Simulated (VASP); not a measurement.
# Ir (P6_3/mmc) in VASP: a series of runs

The runs below take Ir through single point, with PBE.

Program: VASP 6.6.1. These are calculated values, not measurements. Logs are shortened: lines on timing, memory, paths and dates and some standing lists are left out, and cuts for length are marked.

## (1) The cell of the first run

It takes space group P6_3/mmc (No. 194, hexagonal). Conventional cell: a = 2.751 Å, b = 2.751 Å, c = 4.462 Å, α = 90.00°, β = 90.00°, γ = 120.00°. Ir (site symmetry -6m2) has 12 Ir at 2.74 to 2.75 Å within 3.6 Å.

This isn't the form of Ir at room conditions, which is fcc.

## (2) Single point, PBE

Contents of INCAR:

```
PREC = Accurate
ENCUT = 500
EDIFF = 1E-6
ISMEAR = 0
SIGMA = 0.013000000000000001
LREAL = False
LASPH = True
NELM = 120
ALGO = Normal
ISIF = 2
LWAVE = False
LCHARG = True
GGA = PE
LELF = True
LVHAR = True
NBANDS = 16
GGA_COMPAT = False
```

Contents of KPOINTS:

```
Automatic mesh
0
Gamma
  11 11 6
```

Contents of POSCAR:

```
Ir
1.0
    2.7513778946      0.0000000000      0.0000000000
   -1.3756889473      2.3827631521      0.0000000000
    0.0000000000      0.0000000000      4.4622900000
Ir
2
Direct
    0.3333333333      0.6666666667      0.2500000000
    0.6666666667      0.3333333333      0.7500000000
```

Potentials or basis: VASP PAW PBE potentials, release 64 (Ir).

Started as:

```
$ cat potpaw_PBE.64/Ir/POTCAR > POTCAR
$ mpirun -np 1 vasp_std > vasp.out
```

OUTCAR:

```text
PREC = Accurate
   ENCUT = 500
   EDIFF = 1E-6
   ISMEAR = 0
   LREAL = False
   LASPH = True
   NELM = 120
   ISIF = 2
   GGA = PE

 ion  position               nearest neighbor table
   1  0.333  0.667  0.250-   2 2.74   2 2.74   2 2.74   2 2.74   2 2.74   2 2.74
   2  0.667  0.333  0.750-   1 2.74   1 2.74   1 2.74   1 2.74   1 2.74   1 2.74

  LATTYP: Found a hexagonal cell.
 ALAT       =     2.7513778946
 C/A-ratio  =     1.6218382828

  Lattice vectors:

 A1 = (   2.7513778946,   0.0000000000,   0.0000000000)
 A2 = (  -1.3756889473,   2.3827631521,   0.0000000000)
 A3 = (   0.0000000000,   0.0000000000,   4.4622900000)

Analysis of symmetry for initial positions (statically):
=====================================================================
 Subroutine PRICEL returns:
 Original cell was already a primitive cell.

 Routine SETGRP: Setting up the symmetry group for a
 hexagonal supercell.

 Subroutine GETGRP returns: Found 24 space group operations
 (whereof 12 operations were pure point group operations)
 out of a pool of 24 trial point group operations.

The static configuration has the point symmetry D_3d.
 The point group associated with its full space group is D_6h.

Analysis of symmetry for dynamics (positions and initial velocities):
=====================================================================
 Subroutine PRICEL returns:
 Original cell was already a primitive cell.

 Routine SETGRP: Setting up the symmetry group for a
 hexagonal supercell.

 Subroutine GETGRP returns: Found 24 space group operations
 (whereof 12 operations were pure point group operations)
 out of a pool of 24 trial point group operations.

The dynamic configuration has the point symmetry D_3d.
 The point group associated with its full space group is D_6h.

 Subroutine INISYM returns: Found 24 space group operations
 (whereof 12 operations are pure point group operations),
 and found     1 'primitive' translations

----------------------------------------------------------------------------------------

                                     Primitive cell

  volume of cell :      29.2542

  direct lattice vectors                    reciprocal lattice vectors
     2.751377895  0.000000000  0.000000000     0.363454254  0.209840411  0.000000000
    -1.375688947  2.382763152  0.000000000     0.000000000  0.419680823  0.000000000
     0.000000000  0.000000000  4.462290000     0.000000000  0.000000000  0.224100182

  length of vectors
     2.751377895  2.751377895  4.462290000     0.419680823  0.419680823  0.224100182
[... 82 lines left out ...]
   LREAL  =      F    real-space projection
   EDIFFG = 0.1E-04   stopping-criterion for IOM
   NSW    =      0    number of steps for IOM
   IBRION =     -1    ionic relax: 0-MD 1-quasi-New 2-CG
   NFREE  =      0    steps in history (QN), initial steepest desc. (CG)
   ISIF   =      2    stress and relaxation
   ISYM   =      2    0-nonsym 1-usesym 2-fastsym
   POTIM  = 0.5000    time-step for ionic-motion
   TEBEG  =    0.0;   TEEND  =   0.0 temperature during run
   PSTRESS=    0.0 pullay stress
   NELECT =      18.0000    total number of electrons
   NUPDOWN=      -1.0000    fix difference up-down
   EMIN   =  10.00;   EMAX   =-10.00  energy-range for DOS
   EFERMI =   0.00;   METHOD = LEGACY
   ISMEAR =     0;   SIGMA  =   0.01  broadening in eV -4-tet -1-fermi 0-gaus
   EFERMI_NEDOS =   21; number of points for ismear=-14 and -15
   IALGO  =     38    algorithm
   IMIX   =      4    mixing-type and parameters
     AMIX     =   0.40;   BMIX     =  1.00
     AMIX_MAG =   1.60;   BMIX_MAG =  1.00
  volume/ion in A,a.u.               =      14.63        98.71
  Fermi-wavevector in a.u.,A,eV,Ry     =   1.392417  2.631287 26.379323  1.938826
  Thomas-Fermi vector in A             =   2.516162
   LORBIT       =      0    0 simple, 1 ext, 2 COOP (PROOUT), +10 PAW based schemes
   GGA     = PE    functional components
   LHFCALC =     F    Hartree Fock is set to
   AEXX    =    0.0000 exact exchange contribution
   IVDW    =     0    specifies the selected vdW correction
   LEPSILON=     F    determine dielectric tensor
   LRPA    =     F    only Hartree local field effects (RPA)
 non-spin polarized calculation
 Gauss-broadening in eV      SIGMA  =   0.01
  energy-cutoff  :      500.00
  volume of cell :       29.25
 maximum number of plane-waves:       768
 NGX is ok and might be reduce to    20
   NGX =  9   NGY =  9   NGZ = 17

 number of electron      18.0000000 magnetization

 Free energy of the ion-electron system (eV)
  ---------------------------------------------------
  ext. energy  EPLUGINS =         0.00000000
  ---------------------------------------------------
  free energy    TOTEN  =       -17.52103452 eV

  energy without entropy =      -17.52064298  energy(sigma->0) =      -17.52083875

 E-fermi :   9.9323     XC(G=0): -13.7908

 val. band max:        9.9203133206   @ k =   0.3636   0.1818   0.1667
 cond. band min:       9.9376630257   @ k =   0.2727   0.0909   0.3333
 fundamental gap:      0.0173497051
 Fermi energy:         9.9322887829

 k-point     1 :       0.0000    0.0000    0.0000
  band No.  band energies     occupation
      1      -0.9272      2.00000
      2       2.1083      2.00000
      3       6.1882      2.00000
      4       6.2899      2.00000
      5       6.2899      2.00000
      6       6.9139      2.00000
[... 433 lines left out ...]
      3       4.8255      2.00000
      4       5.0526      2.00000
      5       6.0082      2.00000
      6       6.6038      2.00000
[... 8 lines left out ...]
     15      25.0479      0.00000
     16      26.4447      0.00000

 [... further k-points ...]

------------------------ aborting loop because EDIFF is reached ----------------------------------------

  FORCE on cell =-STRESS in cart. coord.  units (eV):
  Direction    XX          YY          ZZ          XY          YZ          ZX
  --------------------------------------------------------------------------------------
  -------------------------------------------------------------------------------------
  Total       -0.2571092     -0.2571092     -0.0270552      0.0000000      0.0000000     -0.0000000
  in kB      -14.0811897    -14.0811897     -1.4817433      0.0000000      0.0000000     -0.0000000
  external PRESSURE =      -9.8813743 kB  Pullay stress =       0.0000000 kB

 VOLUME and BASIS-vectors are now :
 -----------------------------------------------------------------------------
  energy-cutoff  :      500.00
  volume of cell :       29.25
      direct lattice vectors                 reciprocal lattice vectors
     2.751377895  0.000000000  0.000000000     0.363454254  0.209840411  0.000000000
    -1.375688947  2.382763152  0.000000000     0.000000000  0.419680823  0.000000000
     0.000000000  0.000000000  4.462290000     0.000000000  0.000000000  0.224100182

 POSITION                                       TOTAL-FORCE (eV/Angst)
 -----------------------------------------------------------------------------------
     -0.00000      1.58851      1.11557         0.000000      0.000000      0.000000
      1.37569      0.79425      3.34672        -0.000000      0.000000      0.000000
 -----------------------------------------------------------------------------------
    total drift:                                0.000000     -0.000000     -0.000000

  FREE ENERGIE OF THE ION-ELECTRON SYSTEM (eV)
  ---------------------------------------------------
  free  energy   TOTEN  =       -17.5210345207 eV

  energy  without entropy=      -17.5206429788  energy(sigma->0) =      -17.52083875
```

OSZICAR:

```text
N       E                     dE             d eps       ncg     rms          rms(c)
DAV:   1     0.139808164475E+03    0.13981E+03   -0.82596E+03  2048   0.109E+03
DAV:   2    -0.150524789513E+02   -0.15486E+03   -0.13970E+03  2056   0.304E+02
DAV:   3    -0.185972737489E+02   -0.35448E+01   -0.34919E+01  2840   0.542E+01
DAV:   4    -0.186363054054E+02   -0.39032E-01   -0.38997E-01  2320   0.484E+00
DAV:   5    -0.186374209349E+02   -0.11155E-02   -0.11155E-02  2904   0.856E-01    0.202E+01
DAV:   6    -0.176993236083E+02    0.93810E+00   -0.12040E+00  2536   0.142E+01    0.825E+00
DAV:   7    -0.175328488837E+02    0.16647E+00   -0.37113E-01  2736   0.742E+00    0.211E+00
DAV:   8    -0.175254558711E+02    0.73930E-02   -0.54256E-03  2304   0.652E-01    0.118E+00
DAV:   9    -0.175210211919E+02    0.44347E-02   -0.47922E-03  2664   0.862E-01    0.312E-02
DAV:  10    -0.175210294107E+02   -0.82188E-05   -0.32577E-05  2992   0.502E-02    0.107E-02
DAV:  11    -0.175210338965E+02   -0.44857E-05   -0.17782E-06  2448   0.108E-02    0.419E-03
DAV:  12    -0.175210345207E+02   -0.62422E-06   -0.14344E-07  1680   0.401E-03
   1 F= -.17521035E+02 E0= -.17520839E+02  d E =-.391542E-03
```

Wall time 31 s (1 thread of AMD EPYC 7R43 (Zen 3), shared host); peak memory 0.12 GiB.

Results:

```yaml
Free_energy: -17.5210 eV
Pressure: -1.0 GPa
Band_gap_on_the_k_mesh: zero (bands 9 and 10 overlap by 3.07 eV)
```

Stress tensor (GPa, compression positive):
```
-1.41  0.00  0.00
 0.00 -1.41  0.00
 0.00  0.00 -0.15
```

Caveat: spin-orbit coupling is left out, which moves the levels of the heavy elements.

## (3) Single point, PBE

Contents of INCAR:

```
ALGO     = Normal         # electronic algorithm
EDIFF    = 1E-6           # SCF threshold, eV
ENCUT    = 500            # plane-wave cutoff, eV
GGA      = PE             # functional
GGA_COMPAT= F            
ISIF     = 2              # what is computed and relaxed
ISMEAR   = 0              # smearing method
LASPH    = T              # aspherical terms in the spheres
LCHARG   = F              # write CHGCAR
LREAL    = F              # projectors in reciprocal space
LWAVE    = F              # write WAVECAR
NBANDS   = 16             # bands
NELM     = 120            # most SCF steps
PREC     = Accurate       # precision mode
SIGMA    = 0.022          # smearing width, eV
```

Contents of KPOINTS:

```
k-points
0
Gamma
  11 11 6
```

POSCAR is that of step 2.

Potentials or basis: VASP PAW PBE potentials, release 64 (Ir).

Started as:

```
$ cat potpaw_PBE.64/Ir/POTCAR > POTCAR
$ mpirun -np 1 vasp_std > vasp.out
```

It took 30 s on 1 thread of AMD EPYC 7R43 (Zen 3), shared host; peak memory 0.11 GiB.

It converged, with:

- Free energy: -17.5214 eV
- Pressure: -1.0 GPa
- Band gap on the k mesh: zero (bands 9 and 10 overlap by 3.07 eV)

Stress tensor (GPa, compression positive):
```
-1.25  0.00  0.00
 0.00 -1.25  0.00
 0.00  0.00 -0.46
```

Levels at points of the mesh, in eV from the Fermi level:
```tsv
k point	band 7	band 8	band 9	band 10	band 11	band 12
(0.00, 0.00, 0.00)	-3.02	-2.26	-2.26	-0.72	0.27	0.27
(0.00, 0.00, 0.50)	-3.76	-3.76	-0.45	-0.45	-0.45	-0.45
```

Caveat: spin-orbit coupling is left out, which moves the levels of the heavy elements.

## (4) Single point, PBE

Contents of INCAR:

```
PREC     = Accurate       # precision mode
ENCUT    = 500            # plane-wave cutoff, eV
EDIFF    = 1E-6           # SCF threshold, eV
ISMEAR   = 0              # smearing method
SIGMA    = 0.024          # smearing width, eV
LREAL    = False          # projectors in reciprocal space
LASPH    = True           # aspherical terms in the spheres
NELM     = 120            # most SCF steps
ALGO     = Normal         # electronic algorithm
ISIF     = 2              # what is computed and relaxed
LWAVE    = False          # write WAVECAR
LCHARG   = False          # write CHGCAR
GGA      = PE             # functional
NBANDS   = 16             # bands
GGA_COMPAT= False
```

Contents of KPOINTS:

```
regular mesh
0
Gamma
  11 11 6
```

POSCAR is that of step 3.

Started as:

```
$ cat potpaw_PBE.64/Ir/POTCAR > POTCAR
$ mpirun -np 1 vasp_std > vasp.out
```

Run time: 32 s. Hardware: 1 thread of AMD EPYC 7R43 (Zen 3), shared host; peak memory 0.11 GiB.

It converged, with:

```
Free energy            : -17.5216 eV
Pressure               : -1.0 GPa
Band gap on the k mesh : zero (bands 9 and 10 overlap by 3.07 eV)
```

Stress tensor (GPa, compression positive):
```
-1.22  0.00  0.00
 0.00 -1.22  0.00
 0.00  0.00 -0.51
```

Levels at points of the mesh, in eV from the Fermi level:
| k point | band 7 | band 8 | band 9 | band 10 | band 11 | band 12 |
| --- | --- | --- | --- | --- | --- | --- |
| (0.00, 0.00, 0.00) | -3.02 | -2.26 | -2.26 | -0.72 | 0.27 | 0.27 |
| (0.00, 0.00, 0.50) | -3.76 | -3.76 | -0.45 | -0.45 | -0.45 | -0.45 |

Caveat: spin-orbit coupling is left out, which moves the levels of the heavy elements.

(Continued in part 2 of 2.)
